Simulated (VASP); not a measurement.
# Zn4S3O in VASP: notebook

Runs on Zn4S3O. Level: PBE. Tasks: single point, relaxation of cell and atoms.

All numbers are computed with VASP 6.6.1; they aren't measurements. Logs are shortened: lines on timing, memory, paths and dates and some standing lists are left out, and cuts for length are marked.

## Step 1: The cell of the first run

Symmetry: I-42m, No. 121, tetragonal system. Conventional cell: a = 5.245 Å, b = 5.245 Å, c = 10.399 Å, α = 90.00°, β = 90.00°, γ = 90.00°. Within 2.7 Å of Zn (site symmetry m) lie 1 O at 2.04 Å and 3 S at 2.34 to 2.37 Å. S (site symmetry -4) has 4 Zn at 2.34 Å within 3.1 Å. S (site symmetry -42m) has 4 Zn at 2.37 Å within 3.1 Å. O (site symmetry -42m) has 4 Zn at 2.04 Å within 2.7 Å.

## Step 2: Single point, PBE

INCAR reads:

```
SYSTEM = Zn4S3O
PREC = Accurate ; ENCUT = 520
EDIFF = 1E-7 ; ISMEAR = 0
SIGMA = 0.1 ; LREAL = .FALSE.
LASPH = .TRUE. ; NELM = 100
ALGO = Normal ; ISIF = 2
LWAVE = .FALSE. ; LCHARG = .FALSE.
GGA = PE ; NBANDS = 46
```

KPOINTS reads:

```
Automatic mesh
0
G
  4 4 4
  0 0 0
```

POSCAR reads:

```
Zn4S3O
1.0
    5.2451658000      0.0000000000      0.0000000000
    0.0000000000      5.2451658000      0.0000000000
   -2.6225829000     -2.6225829000      5.1995407000
Zn S O
4 3 1
Direct
    0.6615950000      0.6615950000      0.7703520000
    0.3384050000      0.8912430000      0.2296480000
    0.1087570000      0.1087570000      0.7703520000
    0.8912430000      0.3384050000      0.2296480000
    0.7500000000      0.2500000000      0.5000000000
    0.5000000000      0.5000000000      1.0000000000
    0.2500000000      0.7500000000      0.5000000000
    0.0000000000      0.0000000000      0.0000000000
```

Potentials or basis: VASP PAW PBE potentials, release 64 (Zn, S, O).

Run with:

```bash
> cat potpaw_PBE.64/Zn/POTCAR potpaw_PBE.64/S/POTCAR potpaw_PBE.64/O/POTCAR > POTCAR
> mpirun -np 1 vasp_std > vasp.out
```

OUTCAR:

```text
SYSTEM = Zn4S3O
   PREC = Accurate
   ENCUT = 520
   EDIFF = 1E-7
   ISMEAR = 0
   LREAL = .FALSE.
   LASPH = .TRUE.
   NELM = 100
   ISIF = 2
   GGA = PE

 ion  position               nearest neighbor table
   1  0.662  0.662  0.770-   8 2.04   7 2.34   5 2.34   6 2.37
   2  0.338  0.891  0.230-   8 2.04   5 2.34   7 2.34   6 2.37
   3  0.109  0.109  0.770-   8 2.04   7 2.34   5 2.34   6 2.37
   4  0.891  0.338  0.230-   8 2.04   7 2.34   5 2.34   6 2.37
   5  0.750  0.250  0.500-   2 2.34   1 2.34   3 2.34   4 2.34
   6  0.500  0.500  0.000-   1 2.37   2 2.37   4 2.37   3 2.37
   7  0.250  0.750  0.500-   4 2.34   1 2.34   3 2.34   2 2.34
   8  0.000  0.000  0.000-   3 2.04   2 2.04   4 2.04   1 2.04

  LATTYP: Found a body centered tetragonal cell.
 ALAT       =     5.2451658000
 C/A-ratio  =     1.9826029904

  Lattice vectors:

 A1 = (   2.6225829000,  -2.6225829000,  -5.1995407000)
 A2 = (  -2.6225829000,   2.6225829000,  -5.1995407000)
 A3 = (   2.6225829000,   2.6225829000,   5.1995407000)

Analysis of symmetry for initial positions (statically):
=====================================================================
 Subroutine PRICEL returns:
 Original cell was already a primitive cell.

 Routine SETGRP: Setting up the symmetry group for a
 body centered tetragonal supercell.

 Subroutine GETGRP returns: Found  8 space group operations
 (whereof  8 operations were pure point group operations)
 out of a pool of 16 trial point group operations.

The static configuration has the point symmetry D_2d.

Analysis of symmetry for dynamics (positions and initial velocities):
=====================================================================
 Subroutine PRICEL returns:
 Original cell was already a primitive cell.

 Routine SETGRP: Setting up the symmetry group for a
 body centered tetragonal supercell.

 Subroutine GETGRP returns: Found  8 space group operations
 (whereof  8 operations were pure point group operations)
 out of a pool of 16 trial point group operations.

The dynamic configuration has the point symmetry D_2d.

 Subroutine INISYM returns: Found  8 space group operations
 (whereof  8 operations are pure point group operations),
 and found     1 'primitive' translations

----------------------------------------------------------------------------------------

                                     Primitive cell

  volume of cell :     143.0485

  direct lattice vectors                    reciprocal lattice vectors
     5.245165800  0.000000000  0.000000000     0.190651743  0.000000000  0.096162340
[... 96 lines left out ...]
   PSTRESS=    0.0 pullay stress
   NELECT =      72.0000    total number of electrons
   NUPDOWN=      -1.0000    fix difference up-down
   EMIN   =  10.00;   EMAX   =-10.00  energy-range for DOS
   EFERMI =   0.00;   METHOD = LEGACY
   ISMEAR =     0;   SIGMA  =   0.10  broadening in eV -4-tet -1-fermi 0-gaus
   EFERMI_NEDOS =   21; number of points for ismear=-14 and -15
   IALGO  =     38    algorithm
   IMIX   =      4    mixing-type and parameters
     AMIX     =   0.40;   BMIX     =  1.00
     AMIX_MAG =   1.60;   BMIX_MAG =  1.00
  volume/ion in A,a.u.               =      17.88       120.67
  Fermi-wavevector in a.u.,A,eV,Ry     =   1.302240  2.460878 23.073171  1.695830
  Thomas-Fermi vector in A             =   2.433321
   LORBIT       =      0    0 simple, 1 ext, 2 COOP (PROOUT), +10 PAW based schemes
   GGA     = PE    functional components
   LHFCALC =     F    Hartree Fock is set to
   AEXX    =    0.0000 exact exchange contribution
   IVDW    =     0    specifies the selected vdW correction
   LEPSILON=     F    determine dielectric tensor
   LRPA    =     F    only Hartree local field effects (RPA)
 non-spin polarized calculation
 Gauss-broadening in eV      SIGMA  =   0.10
  energy-cutoff  :      520.00
  volume of cell :      143.05
 maximum number of plane-waves:      3904
 NGX is ok and might be reduce to    40

 number of electron      71.9999999 magnetization

 Free energy of the ion-electron system (eV)
  ---------------------------------------------------
  ext. energy  EPLUGINS =         0.00000000
  ---------------------------------------------------
  free energy    TOTEN  =       -29.10201410 eV

  energy without entropy =      -29.10201410  energy(sigma->0) =      -29.10201410

 E-fermi :   2.3220     XC(G=0):  -9.8551

 val. band max:        1.8874735211   @ k =   0.0000   0.0000   0.0000
 cond. band min:       3.2292140528   @ k =   0.0000   0.0000   0.0000
 fundamental gap:      1.3417405316
 Fermi energy:         2.3220092208

 k-point     1 :       0.0000    0.0000    0.0000
  band No.  band energies     occupation
      1     -15.6615      2.00000
      2     -10.8750      2.00000
      3      -9.8047      2.00000
      4      -9.6820      2.00000
      5      -4.4111      2.00000
      6      -4.3333      2.00000
[... 626 lines left out ...]
     45       9.7793      0.00000
     46       9.7793      0.00000

------------------------ aborting loop because EDIFF is reached ----------------------------------------

  FORCE on cell =-STRESS in cart. coord.  units (eV):
  Direction    XX          YY          ZZ          XY          YZ          ZX
  --------------------------------------------------------------------------------------
  -------------------------------------------------------------------------------------
  Total        0.2111995      0.2111995      0.2283918      0.0000000      0.0000000      0.0000000
  in kB        2.3654845      2.3654845      2.5580418      0.0000000      0.0000000      0.0000000
  external PRESSURE =       2.4296702 kB  Pullay stress =       0.0000000 kB

 VOLUME and BASIS-vectors are now :
 -----------------------------------------------------------------------------
  energy-cutoff  :      520.00
  volume of cell :      143.05
      direct lattice vectors                 reciprocal lattice vectors
     5.245165800  0.000000000  0.000000000     0.190651743  0.000000000  0.096162340
     0.000000000  5.245165800  0.000000000     0.000000000  0.190651743  0.096162340
    -2.622582900 -2.622582900  5.199540700     0.000000000  0.000000000  0.192324680

 POSITION                                       TOTAL-FORCE (eV/Angst)
 -----------------------------------------------------------------------------------
      1.44986      1.44986      4.00548        -0.012653     -0.012653     -0.015268
      1.17272      4.07245      1.19406         0.012653     -0.012653      0.015268
     -1.44986     -1.44986      4.00548         0.012653      0.012653     -0.015268
      4.07245      1.17272      1.19406        -0.012653      0.012653      0.015268
      2.62258      0.00000      2.59977        -0.000000      0.000000      0.000000
      2.62258      2.62258      0.00000        -0.000000      0.000000      0.000000
      0.00000      2.62258      2.59977         0.000000     -0.000000      0.000000
      0.00000      0.00000      0.00000         0.000000     -0.000000      0.000000
 -----------------------------------------------------------------------------------
    total drift:                               -0.000018     -0.000018      0.000015

  FREE ENERGIE OF THE ION-ELECTRON SYSTEM (eV)
  ---------------------------------------------------
  free  energy   TOTEN  =       -29.1020140980 eV

  energy  without entropy=      -29.1020140980  energy(sigma->0) =      -29.10201410
```

stdout:

```text
POSCAR found type information on POSCAR ZnS O
 POSCAR found :  3 types and       8 ions
 scaLAPACK will be used
 LDA part: xc-table for (Slater+PW92), standard interpolation
 POSCAR, INCAR and KPOINTS ok, starting setup
 FFT: planning ... GRIDC
 FFT: planning ... GRID_SOFT
 FFT: planning ... GRID
 WAVECAR not read
 entering main loop
```

Run time: 69 s. Hardware: 1 thread of AMD EPYC 9R45 (Zen 5), shared host; peak memory 0.26 GiB.

Results:

```
Free energy            : -29.1020 eV
Pressure               : 0.2 GPa
Largest force          : 0.024 eV/Å
Band gap on the k mesh : 1.34 eV
```

Forces in eV/Å, atoms in the order of the input:
```
Zn  -0.013 -0.013 -0.015
Zn   0.013 -0.013  0.015
Zn   0.013  0.013 -0.015
Zn  -0.013  0.013  0.015
S    0.000  0.000  0.000
S    0.000  0.000  0.000
S    0.000  0.000  0.000
O    0.000  0.000  0.000
```

## Step 3: Single point, PBE

This run uses another cell than the first one, of the same volume but with other edges.

INCAR reads:

```
PREC = Accurate ; ENCUT = 520
EDIFF = 1E-6 ; ISMEAR = 0
SIGMA = 0.1 ; LREAL = F
LASPH = T ; NELM = 80
ALGO = Normal ; ISIF = 2
LWAVE = F ; LCHARG = F
GGA = PE ; NBANDS = 46
```

KPOINTS reads:

```
Automatic mesh
0
Gamma
  6 6 6
```

POSCAR reads:

```
Zn4S3O
1.0
   -2.6225829000      2.6225829000      5.1995407000
    2.6225829000     -2.6225829000      5.1995407000
    2.6225829000      2.6225829000     -5.1995407000
Zn S O
4 3 1
Direct
    0.6615950000      0.6615950000      0.5528380000
    0.8912430000      0.3384050000      0.0000000000
    0.1087570000      0.1087570000      0.4471620000
    0.3384050000      0.8912430000      0.0000000000
    0.2500000000      0.7500000000      0.5000000000
    0.5000000000      0.5000000000      0.0000000000
    0.7500000000      0.2500000000      0.5000000000
    0.0000000000      0.0000000000      0.0000000000
```

Potentials or basis: VASP PAW PBE potentials, release 64 (Zn, S, O).

Run with:

```bash
> cat potpaw_PBE.64/Zn/POTCAR potpaw_PBE.64/S/POTCAR potpaw_PBE.64/O/POTCAR > POTCAR
> mpirun -np 1 vasp_std > vasp.out
```

OUTCAR:

```text
PREC = Accurate
   ENCUT = 520
   EDIFF = 1E-6
   ISMEAR = 0
   LREAL = F
   LASPH = T
   NELM = 80
   ISIF = 2
   GGA = PE

 ion  position               nearest neighbor table
   1  0.662  0.662  0.553-   8 2.04   7 2.34   5 2.34   6 2.37
   2  0.891  0.338  0.000-   8 2.04   5 2.34   7 2.34   6 2.37
   3  0.109  0.109  0.447-   8 2.04   7 2.34   5 2.34   6 2.37
   4  0.338  0.891  0.000-   8 2.04   7 2.34   5 2.34   6 2.37
   5  0.250  0.750  0.500-   1 2.34   3 2.34   4 2.34   2 2.34
   6  0.500  0.500  0.000-   1 2.37   2 2.37   4 2.37   3 2.37
   7  0.750  0.250  0.500-   1 2.34   2 2.34   3 2.34   4 2.34
   8  0.000  0.000  0.000-   1 2.04   2 2.04   3 2.04   4 2.04

  LATTYP: Found a body centered tetragonal cell.
 ALAT       =     5.2451658000
 C/A-ratio  =     1.9826029904

  Lattice vectors:

 A1 = (  -2.6225829000,   2.6225829000,   5.1995407000)
 A2 = (   2.6225829000,  -2.6225829000,   5.1995407000)
 A3 = (   2.6225829000,   2.6225829000,  -5.1995407000)

Analysis of symmetry for initial positions (statically):
[... 183 lines left out ...]
  energy without entropy =      -29.10437368  energy(sigma->0) =      -29.10437368

 E-fermi :   2.3078     XC(G=0):  -9.8553

 val. band max:        1.8867006757   @ k =   0.0000   0.0000   0.0000
 cond. band min:       3.2289837402   @ k =   0.0000   0.0000   0.0000
 fundamental gap:      1.3422830645
 Fermi energy:         2.3077744274

 k-point     1 :       0.0000    0.0000    0.0000
  band No.  band energies     occupation
      1     -15.6621      2.00000
      2     -10.8759      2.00000
      3      -9.8057      2.00000
      4      -9.6828      2.00000
      5      -4.4112      2.00000
      6      -4.3334      2.00000
[... 1165 lines left out ...]
     45       9.6414      0.00000
     46       9.8895      0.00000

 [... further k-points ...]
[... 5 lines left out ...]
  --------------------------------------------------------------------------------------
  -------------------------------------------------------------------------------------
  Total        0.2065961      0.2065961      0.2271349      0.0000000      0.0000000      0.0000000
  in kB        2.3139246      2.3139246      2.5439639      0.0000000      0.0000000      0.0000000
  external PRESSURE =       2.3906044 kB  Pullay stress =       0.0000000 kB

 VOLUME and BASIS-vectors are now :
 -----------------------------------------------------------------------------
  energy-cutoff  :      520.00
  volume of cell :      143.05
      direct lattice vectors                 reciprocal lattice vectors
    -2.622582900  2.622582900  5.199540700     0.000000000  0.190651743  0.096162340
     2.622582900 -2.622582900  5.199540700     0.190651743  0.000000000  0.096162340
     2.622582900  2.622582900 -5.199540700     0.190651743  0.190651743  0.000000000

 POSITION                                       TOTAL-FORCE (eV/Angst)
 -----------------------------------------------------------------------------------
      1.44986      1.44986      4.00548        -0.012322     -0.012322     -0.015246
     -1.44986      1.44986      6.39360         0.012322     -0.012322      0.015246
      1.17272      1.17272     -1.19406         0.012322      0.012322     -0.015246
      1.44986     -1.44986      6.39360        -0.012322      0.012322      0.015246
      2.62258     -0.00000      2.59977        -0.000000     -0.000000      0.000000
      0.00000      0.00000      5.19954        -0.000000     -0.000000     -0.000000
     -0.00000      2.62258      2.59977        -0.000000     -0.000000      0.000000
      0.00000      0.00000      0.00000        -0.000000     -0.000000     -0.000000
 -----------------------------------------------------------------------------------
    total drift:                               -0.000009     -0.000009     -0.000024

  FREE ENERGIE OF THE ION-ELECTRON SYSTEM (eV)
  ---------------------------------------------------
  free  energy   TOTEN  =       -29.1043736843 eV

  energy  without entropy=      -29.1043736843  energy(sigma->0) =      -29.10437368
```

Run time: 3.3 min. Hardware: 1 thread of AMD EPYC 9R45 (Zen 5), shared host; peak memory 0.38 GiB.

Results:

| Property | Result |
| --- | --- |
| Free energy | -29.1044 eV |
| Pressure | 0.2 GPa |
| Largest force | 0.023 eV/Å |
| Band gap on the k mesh | 1.34 eV |

Forces on the atoms (eV/Å):
```
Zn  -0.012 -0.012 -0.015
Zn   0.012 -0.012  0.015
Zn   0.012  0.012 -0.015
Zn  -0.012  0.012  0.015
S    0.000  0.000  0.000
S    0.000  0.000  0.000
S    0.000  0.000  0.000
O    0.000  0.000  0.000
```

## Step 4: Single point, PBE

INCAR reads:

```
  PREC = Accurate
  ENCUT = 520
  EDIFF = 1E-6
  ISMEAR = 0
  SIGMA = 0.1
  LREAL = False
  LASPH = True
  NELM = 80
  ALGO = Normal
  ISIF = 2
  LWAVE = False
  LCHARG = False
  GGA = PE
  NBANDS = 46
```

KPOINTS reads:

```
regular mesh
0
Gamma
  4 4 4
```

POSCAR reads:

```
Zn4S3O
1.0
    5.2460922536     -0.0001857264      0.0005459901
   -0.0002423430      5.2499300555     -0.0005186297
   -2.6223619637     -2.6255233650      5.1905358064
Zn S O
4 3 1
Direct
    0.6619635089      0.6617532221      0.7704640613
    0.3381636338      0.8913236455      0.2296208037
    0.1091345823      0.1090367247      0.7708546136
    0.8910257975      0.3385113427      0.2292523059
    0.7501714725      0.2497202859      0.4999507235
    0.4995978780      0.4995831212      0.9994594770
    0.2500120943      0.7500534965      0.5002190335
   -0.0000689672      0.0000181614      0.0001789816
```

Run with:

```bash
> cat potpaw_PBE.64/Zn/POTCAR potpaw_PBE.64/S/POTCAR potpaw_PBE.64/O/POTCAR > POTCAR
> mpirun -np 1 vasp_std > vasp.out
```

It took 2.7 min on 1 thread of AMD EPYC 9R45 (Zen 5), shared host; peak memory 0.34 GiB.

Results (log left out):

```
Free energy            : -29.1015 eV
Pressure               : 0.3 GPa
Largest force          : 0.042 eV/Å
Band gap on the k mesh : 1.34 eV
```

Forces on the atoms (eV/Å):
```
Zn  -0.019 -0.021 -0.030
Zn   0.021 -0.023  0.023
Zn   0.005  0.009 -0.031
Zn  -0.022  0.012  0.030
S   -0.003  0.008 -0.001
S    0.005  0.014  0.024
S    0.006 -0.003 -0.009
O    0.008  0.003 -0.006
```

Stress tensor (GPa, compression positive):
```
0.29 0.02 0.01
0.02 0.26 0.02
0.01 0.02 0.38
```

Levels at points of the mesh, in eV from the valence-band top:
| k point | band 32 | band 33 | band 34 | band 35 | band 36 | band 37 | band 38 | band 39 | band 40 | band 41 |
| --- | --- | --- | --- | --- | --- | --- | --- | --- | --- | --- |
| (0.00, 0.00, 0.00) | -2.05 | -2.05 | -0.05 | -0.05 | 0.00 | 1.34 | 3.83 | 4.57 | 5.34 | 6.08 |
| (0.50, 0.00, 0.00) | -1.78 | -1.43 | -1.38 | -1.18 | -0.47 | 4.06 | 4.30 | 5.00 | 5.61 | 5.97 |
| (0.00, 0.50, 0.00) | -1.78 | -1.43 | -1.38 | -1.18 | -0.47 | 4.06 | 4.29 | 5.00 | 5.60 | 5.97 |
| (0.50, 0.50, 0.00) | -1.31 | -0.77 | -0.52 | -0.51 | -0.44 | 2.50 | 4.27 | 5.15 | 5.43 | 6.06 |
| (0.00, 0.00, 0.50) | -1.75 | -1.32 | -1.32 | -0.80 | -0.80 | 3.22 | 3.58 | 4.37 | 4.48 | 4.77 |
| (0.50, 0.00, 0.50) | -1.78 | -1.43 | -1.38 | -1.18 | -0.47 | 4.06 | 4.30 | 4.99 | 5.60 | 5.98 |
| (0.00, 0.50, 0.50) | -1.78 | -1.43 | -1.38 | -1.18 | -0.47 | 4.06 | 4.29 | 5.00 | 5.60 | 5.97 |
| (0.50, 0.50, 0.50) | -1.31 | -0.77 | -0.52 | -0.51 | -0.44 | 2.50 | 4.27 | 5.15 | 5.44 | 6.06 |

## Step 5: Single point, PBE

This run uses another cell than the first one, of the same volume but with other edges.

INCAR, as its differences from that of step 4:

```diff
@@ -4,6 +4,6 @@
   ISMEAR = 0
-  SIGMA = 0.1
+  SIGMA = 0.02
   LREAL = False
   LASPH = True
-  NELM = 80
+  NELM = 60
   ALGO = Normal
```

KPOINTS reads:

```
Automatic mesh
0
Gamma
  8 8 8
```

POSCAR reads:

```
Zn4S3O
1.0
   -2.6225829000      2.6225829000      5.1995407000
    2.6225829000     -2.6225829000      5.1995407000
    2.6225829000      2.6225829000     -5.1995407000
Zn S O
4 3 1
Direct
    0.6615950000      0.6615950000      0.5528380000
    0.8912430000      0.3384050000      0.0000000000
    0.1087570000      0.1087570000      0.4471620000
    0.3384050000      0.8912430000      0.0000000000
    0.2500000000      0.7500000000      0.5000000000
    0.5000000000      0.5000000000      0.0000000000
    0.7500000000      0.2500000000      0.5000000000
    0.0000000000      0.0000000000      0.0000000000
```

Run with:

```bash
> cat potpaw_PBE.64/Zn/POTCAR potpaw_PBE.64/S/POTCAR potpaw_PBE.64/O/POTCAR > POTCAR
> mpirun -np 1 vasp_std > vasp.out
```

Run time: 6.6 min. Hardware: 1 thread of AMD EPYC 9R45 (Zen 5), shared host; peak memory 0.5 GiB.

It converged, with:

* Free energy: -29.1045 eV
* Pressure: 0.2 GPa
* Largest force: 0.023 eV/Å
* Band gap on the k mesh: 1.34 eV

Forces on the atoms (eV/Å):
```
Zn  -0.012 -0.012 -0.015
Zn   0.012 -0.012  0.015
Zn   0.012  0.012 -0.015
Zn  -0.012  0.012  0.015
S    0.000  0.000  0.000
S    0.000  0.000  0.000
S    0.000  0.000  0.000
O    0.000  0.000  0.000
```

Levels at points of the mesh, in eV from the valence-band top:
| k point | band 34 | band 35 | band 36 | band 37 | band 38 | band 39 |
| --- | --- | --- | --- | --- | --- | --- |
| (0.00, 0.00, 0.00) | -0.04 | -0.04 | 0.00 | 1.34 | 3.84 | 4.58 |
| (0.50, 0.00, 0.00) | -1.38 | -1.18 | -0.47 | 4.06 | 4.30 | 5.01 |
| (0.50, 0.50, 0.00) | -0.52 | -0.50 | -0.43 | 2.51 | 4.27 | 5.16 |
| (0.50, 0.50, 0.50) | -1.31 | -0.79 | -0.79 | 3.22 | 3.59 | 4.37 |

(Continued in part 2 of 2.)
